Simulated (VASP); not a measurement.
Write the native input for VASP 6.6.1 that does the following.

```yaml
Task: single point
Functional: PBEsol
Potentials_or_basis: VASP PAW PBE potentials, release 64 (Al, H)
Cutoff: 520 eV
k_mesh: 5 × 5 × 1
Occupations: gaussian, width 0.1 eV
Spin: no spin polarisation
Dipole_correction: yes
Further_INCAR_settings: ALGO = Normal; EDIFF = 1e-07; NBANDS = 30
```

The structure of Al12H lies in POSCAR:

```
Al12H
1.0
    5.6788540124      0.0000000000      0.0000000000
    0.0000000000      5.6788540124      0.0000000000
    0.0000000000      0.0000000000     21.1413451746
Al H
12 1
Direct
    0.2500000000      0.2500000000      0.1892027195
    0.2500000000      0.7500000000      0.1892027195
    0.7500000000      0.2500000000      0.1892027195
    0.7500000000      0.7500000000      0.1892027195
    0.0000000000      0.0000000000      0.2870821533
    0.0000000000      0.5000000000      0.2870821533
    0.5000000000      0.0000000000      0.2870821533
    0.5000000000      0.5000000000      0.2870821533
    0.2500000000      0.2500000000      0.3850911618
    0.2500000000      0.7500000000      0.3850911618
    0.7500000000      0.2500000000      0.3850911618
    0.7500000000      0.7500000000      0.3850911618
    0.3333333333      0.3333333333      0.4409059640
```

One way to write it, as run:

INCAR

```
SYSTEM = Al12H
PREC = Accurate
ENCUT = 520
EDIFF = 1E-7
ISMEAR = 0
SIGMA = 0.1
LREAL = .False.
LASPH = .True.
NELM = 60
ALGO = Normal
ISIF = 2
LWAVE = .False.
LCHARG = .False.
LDIPOL = .True.
IDIPOL = 3
DIPOL = 0.5 0.5 0.299
GGA = PS
NBANDS = 30
```

KPOINTS

```
Automatic mesh
0
Gamma
  5 5 1
  0 0 0
```

Potentials or basis: VASP PAW PBE potentials, release 64 (Al, H).

The run is started by

```bash
$ cat potpaw_PBE.64/Al/POTCAR potpaw_PBE.64/H/POTCAR > POTCAR
$ mpirun -np 1 vasp_std > vasp.out
```

Results of the run:

```yaml
Largest_force: 5.519 eV/Å
```

Caveat: the PAW data sets were made with another functional, which shifts forces and pressure a little.

Run time: 4 min on 1 thread of Intel(R) Xeon(R) Platinum 8488C (Sapphire Rapids), with other jobs on the host, peak memory 0.65 GiB.
